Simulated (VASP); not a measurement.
Input of a VASP 6.6.1 run:

Contents of INCAR:

```
  ALGO = Normal
  EDIFF = 1E-7
  ENCUT = 520
  GGA = PS
  ISIF = 2
  ISMEAR = 0
  LASPH = T
  LCHARG = F
  LREAL = F
  LWAVE = F
  NBANDS = 17
  NELM = 60
  PREC = Accurate
  SIGMA = 0.05
```

The input KPOINTS:

```
k-points
0
Gamma
  10 10 10
```

Contents of POSCAR:

```
SnSe
1.0
    0.0000000000      3.2294423418      2.5189650266
    3.2294423418      0.0000000000      2.5189650266
    3.2294423418      3.2294423418      0.0000000000
Sn Se
1 1
Direct
    0.0000000000      0.0000000000      0.0000000000
    0.5000000000      0.5000000000      0.5000000000
```

Potentials or basis: VASP PAW PBE potentials, release 64 (Sn_d, Se).

Launch:

```sh
$ cat potpaw_PBE.64/Sn_d/POTCAR potpaw_PBE.64/Se/POTCAR > POTCAR
$ mpirun -np 1 vasp_std > vasp.out
```

(1) Predict the pressure.

(2) What does it give for the band gap on the k mesh?

Answers

(1) 8.1 GPa.

(2) zero (bands 10 and 11 overlap by 0.87 eV).

Caveat: the stress differs along the axes, from -5 to 34 GPa; the PAW data sets were made with another functional, which shifts forces and pressure a little; spin-orbit coupling is left out, which moves the levels of the heavy elements.
